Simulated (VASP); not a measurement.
# TiCo (Pm-3m) in VASP: further runs

TiCo is run at these levels: PBE; tasks: single point, relaxation of cell and atoms.

Program: VASP 6.6.1. These are calculated values, not measurements. Logs are shortened: lines on timing, memory, paths and dates and some standing lists are left out, and cuts for length are marked.

### 1 The cell of the first run

Symmetry: Pm-3m, No. 221, cubic system. The conventional cell has a = 2.986 Å, b = 2.986 Å, c = 2.986 Å, α = 90.00°, β = 90.00°, γ = 90.00°. Within 3.4 Å of Ti (site symmetry m-3m) lie 8 Co at 2.59 Å and 6 Ti at 2.99 Å. Within 3.4 Å of Co (site symmetry m-3m) lie 8 Ti at 2.59 Å and 6 Co at 2.99 Å.

### 2 Single point, PBE, collinear spin, ferromagnetic start

Input file INCAR:

```
PREC     = Accurate       # precision mode
ENCUT    = 520            # plane-wave cutoff, eV
EDIFF    = 1E-6           # SCF threshold, eV
ISMEAR   = 0              # smearing method
SIGMA    = 0.1            # smearing width, eV
LREAL    = False          # projectors in reciprocal space
LASPH    = True           # aspherical terms in the spheres
NELM     = 150            # most SCF steps
ALGO     = Normal         # electronic algorithm
ISIF     = 2              # what is computed and relaxed
LWAVE    = False          # write WAVECAR
LCHARG   = False          # write CHGCAR
ISPIN    = 2              # spin polarisation
MAGMOM   = 0 0.6          # initial moments
LORBIT   = 11             # projections on sites
LMAXMIX  = 4              # l up to which the mixer works
GGA      = PE             # functional
NBANDS   = 22             # bands
```

Input file KPOINTS:

```
regular mesh
0
Gamma
  14 14 14
```

Input file POSCAR:

```
TiCo
1.0
    2.9855872870      0.0000000000      0.0000000000
    0.0000000000      2.9855872870      0.0000000000
    0.0000000000      0.0000000000      2.9855872870
Ti Co
1 1
Direct
    0.0000000000      0.0000000000      0.0000000000
    0.5000000000      0.5000000000      0.5000000000
```

Potentials or basis: VASP PAW PBE potentials, release 64 (Ti_sv, Co).

Run with:

```console
cat potpaw_PBE.64/Ti_sv/POTCAR potpaw_PBE.64/Co/POTCAR > POTCAR
mpirun -np 1 vasp_std > vasp.out
```

OUTCAR:

```text
PREC = Accurate
   ENCUT = 520
   EDIFF = 1E-6
   ISMEAR = 0
   LREAL = False
   LASPH = True
   NELM = 150
   ISIF = 2
   ISPIN = 2
   LORBIT = 11
   GGA = PE

 ion  position               nearest neighbor table
   1  0.000  0.000  0.000-   2 2.59   2 2.59   2 2.59   2 2.59   2 2.59   2 2.59   2 2.59   2 2.59

   2  0.500  0.500  0.500-   1 2.59   1 2.59   1 2.59   1 2.59   1 2.59   1 2.59   1 2.59   1 2.59

  LATTYP: Found a simple cubic cell.
 ALAT       =     2.9855872870

  Lattice vectors:

 A1 = (   2.9855872870,   0.0000000000,   0.0000000000)
 A2 = (   0.0000000000,   2.9855872870,   0.0000000000)
 A3 = (   0.0000000000,   0.0000000000,   2.9855872870)

Analysis of symmetry for initial positions (statically):
=====================================================================
 Subroutine PRICEL returns:
 Original cell was already a primitive cell.

 Routine SETGRP: Setting up the symmetry group for a
 simple cubic supercell.

 Subroutine GETGRP returns: Found 48 space group operations
 (whereof 48 operations were pure point group operations)
 out of a pool of 48 trial point group operations.

The static configuration has the point symmetry O_h .

Analysis of symmetry for dynamics (positions and initial velocities):
=====================================================================
 Subroutine PRICEL returns:
 Original cell was already a primitive cell.

 Routine SETGRP: Setting up the symmetry group for a
 simple cubic supercell.

 Subroutine GETGRP returns: Found 48 space group operations
 (whereof 48 operations were pure point group operations)
 out of a pool of 48 trial point group operations.

The dynamic configuration has the point symmetry O_h .

Analysis of structural, dynamic, and magnetic symmetry:
=====================================================================
 Subroutine PRICEL returns:
 Original cell was already a primitive cell.

 Routine SETGRP: Setting up the symmetry group for a
 simple cubic supercell.

 Subroutine GETGRP returns: Found 48 space group operations
 (whereof 48 operations were pure point group operations)
 out of a pool of 48 trial point group operations.

The overall configuration has the point symmetry O_h .

 Subroutine INISYM returns: Found 48 space group operations
 (whereof 48 operations are pure point group operations),
 and found     1 'primitive' translations

----------------------------------------------------------------------------------------

                                     Primitive cell
[... 108 lines left out ...]
   IALGO  =     38    algorithm
   IMIX   =      4    mixing-type and parameters
     AMIX     =   0.40;   BMIX     =  1.00
     AMIX_MAG =   1.60;   BMIX_MAG =  1.00
  volume/ion in A,a.u.               =      13.31        89.80
  Fermi-wavevector in a.u.,A,eV,Ry     =   1.512812  2.858799 31.138276  2.288599
  Thomas-Fermi vector in A             =   2.622686
   LORBIT       =     11    0 simple, 1 ext, 2 COOP (PROOUT), +10 PAW based schemes
   GGA     = PE    functional components
   LHFCALC =     F    Hartree Fock is set to
   AEXX    =    0.0000 exact exchange contribution
   IVDW    =     0    specifies the selected vdW correction
   LEPSILON=     F    determine dielectric tensor
   LRPA    =     F    only Hartree local field effects (RPA)
 spin polarized calculation
 Gauss-broadening in eV      SIGMA  =   0.10
  energy-cutoff  :      520.00
  volume of cell :       26.61
 maximum number of plane-waves:       739
 NGX is ok and might be reduce to    24
   NGX = 11   NGY = 11   NGZ = 11

 number of electron      20.9999983 magnetization       0.8761585

 Free energy of the ion-electron system (eV)
  ---------------------------------------------------
  ext. energy  EPLUGINS =         0.00000000
  ---------------------------------------------------
  free energy    TOTEN  =       -15.67861273 eV

  energy without entropy =      -15.66871378  energy(sigma->0) =      -15.67366326

 E-fermi :   9.9271     XC(G=0): -12.5776

 val. band max:        9.9241149624   @ k =   0.3571   0.3571   0.2143
 cond. band min:       9.9273337486   @ k =   0.3571   0.3571   0.0714
 fundamental gap:      0.0032187861
 Fermi energy:         9.9271044547

 spin component 1

 k-point     1 :       0.0000    0.0000    0.0000
  band No.  band energies     occupation
      1     -47.2097      1.00000
      2     -23.3023      1.00000
      3     -23.3023      1.00000
      4     -23.3023      1.00000
      5       2.2469      1.00000
      6       5.7482      1.00000
[... 589 lines left out ...]
     21      27.9948      0.00000
     22      29.4904      0.00000

 [... further k-points ...]

 spin component 2

 k-point     1 :       0.0000    0.0000    0.0000
  band No.  band energies     occupation
      1     -47.2203      1.00000
      2     -23.3138      1.00000
      3     -23.3138      1.00000
      4     -23.3138      1.00000
      5       2.2400      1.00000
      6       6.4306      1.00000
[... 589 lines left out ...]
     21      27.9041      0.00000
     22      29.5560      0.00000

 [... further k-points ...]
[... 5 lines left out ...]
  --------------------------------------------------------------------------------------
  -------------------------------------------------------------------------------------
  Total       -0.0746599     -0.0746599     -0.0746599      0.0000000     -0.0000000      0.0000000
  in kB       -4.4947815     -4.4947815     -4.4947815      0.0000000     -0.0000000      0.0000000
  external PRESSURE =      -4.4947815 kB  Pullay stress =       0.0000000 kB

 VOLUME and BASIS-vectors are now :
 -----------------------------------------------------------------------------
  energy-cutoff  :      520.00
  volume of cell :       26.61
      direct lattice vectors                 reciprocal lattice vectors
     2.985587287  0.000000000  0.000000000     0.334942477  0.000000000  0.000000000
     0.000000000  2.985587287  0.000000000     0.000000000  0.334942477  0.000000000
     0.000000000  0.000000000  2.985587287     0.000000000  0.000000000  0.334942477

 POSITION                                       TOTAL-FORCE (eV/Angst)
 -----------------------------------------------------------------------------------
      0.00000      0.00000      0.00000         0.000000      0.000000      0.000000
      1.49279      1.49279      1.49279         0.000000      0.000000      0.000000
 -----------------------------------------------------------------------------------
    total drift:                                0.000000      0.000000     -0.000000

  FREE ENERGIE OF THE ION-ELECTRON SYSTEM (eV)
  ---------------------------------------------------
  free  energy   TOTEN  =       -15.6786127324 eV

  energy  without entropy=      -15.6687137833  energy(sigma->0) =      -15.67366326

 total charge

# of ion       s       p       d       tot
------------------------------------------
    1        2.247   6.180   1.860  10.287
    2        0.526   0.461   7.301   8.288
--------------------------------------------------
tot          2.774   6.641   9.160  18.574

 magnetization (x)

# of ion       s       p       d       tot
------------------------------------------
    1       -0.002  -0.013  -0.015  -0.030
    2        0.029  -0.005   0.931   0.955
--------------------------------------------------
tot          0.026  -0.017   0.916   0.925
```

It took 97 s on 1 thread of Intel Xeon Platinum 8259CL at 2.50GHz (Skylake/Cascade Lake), shared host; peak memory 0.23 GiB.

Results:

- Free energy: -15.6786 eV
- Pressure: -0.4 GPa
- Net moment: 0.88 μB per cell
- Site moments: Ti -0.03; Co +0.95 μB
- Valence electrons inside the program's atomic spheres: Ti 10.29; Co 8.29

### 3 Relaxation of cell and atoms, PBE, collinear spin, ferromagnetic start

Input file INCAR:

```
PREC = Accurate
ENCUT = 600
EDIFF = 1E-6
ISMEAR = 0
SIGMA = 0.1
LREAL = F
LASPH = T
NELM = 150
ALGO = Normal
ISIF = 3
LWAVE = F
LCHARG = F
ISPIN = 2
MAGMOM = 0 0.6
LORBIT = 11
LMAXMIX = 4
GGA = PE
IBRION = 2
NSW = 100
EDIFFG = -0.005
```

Input file KPOINTS:

```
Automatic mesh
0
Gamma
  14 14 14
```

Input file POSCAR:

```
TiCo
1.0
    2.9861109900      0.0000000000      0.0000000000
    0.0000000000      2.9861109900      0.0000000000
    0.0000000000      0.0000000000      2.9861109900
Ti Co
1 1
Direct
    0.0000000000      0.0000000000      0.0000000000
    0.5000000000      0.5000000000      0.5000000000
```

Potentials or basis: VASP PAW PBE potentials, release 64 (Ti_sv, Co).

Run with:

```console
cat potpaw_PBE.64/Ti_sv/POTCAR potpaw_PBE.64/Co/POTCAR > POTCAR
mpirun -np 1 vasp_std > vasp.out
```

Run time: 7.8 min. Hardware: 1 thread of Intel Xeon Platinum 8259CL at 2.50GHz (Skylake/Cascade Lake), shared host; peak memory 0.23 GiB.

Results (log left out):

| Property | Result |
| --- | --- |
| Free energy | -15.6785 eV |
| Relaxed volume | 13.26 Å³/atom |
| Relaxed cell | a = 2.982 Å, b = 2.982 Å, c = 2.982 Å, α = 90.00°, β = 90.00°, γ = 90.00° |
| Space group after relaxing (to 0.05 Å) | Pm-3m (No. 221) |
| Energy gained by relaxing | 0.1 meV/atom |
| Ionic steps | 16 |
| Pressure after relaxing | 0.0 GPa |
| Net moment | 0.87 μB per cell |
| Site moments | Ti -0.03; Co +0.95 μB |
| Valence electrons inside the program's atomic spheres | Ti 10.29; Co 8.29 |

Step by step:
| step | energy change (eV) | largest force (eV/Å) | pressure (GPa) | volume (Å³) |
| --- | --- | --- | --- | --- |
| 1 | 0.0000 | 0.0000 | -0.66 | 26.63 |
| 2 | 0.0000 | 0.0000 | 0.62 | 26.42 |
| 3 | -0.0002 | 0.0000 | 0.08 | 26.52 |
| 4 | -0.0002 | 0.0000 | 0.11 | 26.53 |
| 5 | -0.0002 | 0.0000 | -0.30 | 26.58 |
| 6 | -0.0002 | 0.0000 | -0.19 | 26.54 |
| 7 | -0.0002 | 0.0000 | -0.23 | 26.54 |
| 8 | -0.0002 | 0.0000 | -0.18 | 26.53 |
| 9 | -0.0002 | 0.0000 | -0.23 | 26.52 |
| 10 | -0.0002 | 0.0000 | 0.22 | 26.48 |
| 11 | -0.0002 | 0.0000 | 0.44 | 26.50 |
| 12 | -0.0002 | 0.0000 | 0.33 | 26.51 |
| 13 | -0.0002 | 0.0000 | 0.24 | 26.52 |
| 14 | -0.0002 | 0.0000 | 0.13 | 26.52 |
| 15 | -0.0002 | 0.0000 | -0.33 | 26.52 |
| 16 | -0.0002 | 0.0000 | 0.01 | 26.52 |

Final structure:
```
CELL_PARAMETERS angstrom
2.98196 0.00000 0.00000
0.00000 2.98196 0.00000
0.00000 0.00000 2.98196
ATOMIC_POSITIONS crystal
Ti 0.00000 0.00000 0.00000
Co 0.50000 0.50000 0.50000
```

Levels at points of the mesh, in eV from the Fermi level:
Spin up:
```tsv
k point	band 7	band 8	band 9	band 10	band 11	band 12	band 13	band 14
(0.00, 0.00, 0.00)	-4.20	-1.88	-1.88	-1.88	0.48	0.48	2.69	2.69
(0.50, 0.00, 0.00)	-3.11	-1.99	-1.99	-1.53	-0.69	-0.61	0.67	0.67
(0.50, 0.50, 0.00)	-2.74	-2.74	-1.52	-0.78	0.64	0.64	1.11	2.46
(0.50, 0.50, 0.50)	-2.80	-2.09	-2.09	-2.09	-1.49	-1.49	3.22	3.22
```
Spin down:
```tsv
k point	band 8	band 9	band 10	band 11	band 12	band 13
(0.00, 0.00, 0.00)	-1.33	-1.33	-1.33	1.05	1.05	2.79
(0.50, 0.00, 0.00)	-1.40	-1.40	-0.89	-0.80	0.61	0.68
(0.50, 0.50, 0.00)	-2.30	0.01	0.31	0.62	0.62	1.27
(0.50, 0.50, 0.50)	-2.08	-2.08	-2.08	0.04	0.04	3.16
```
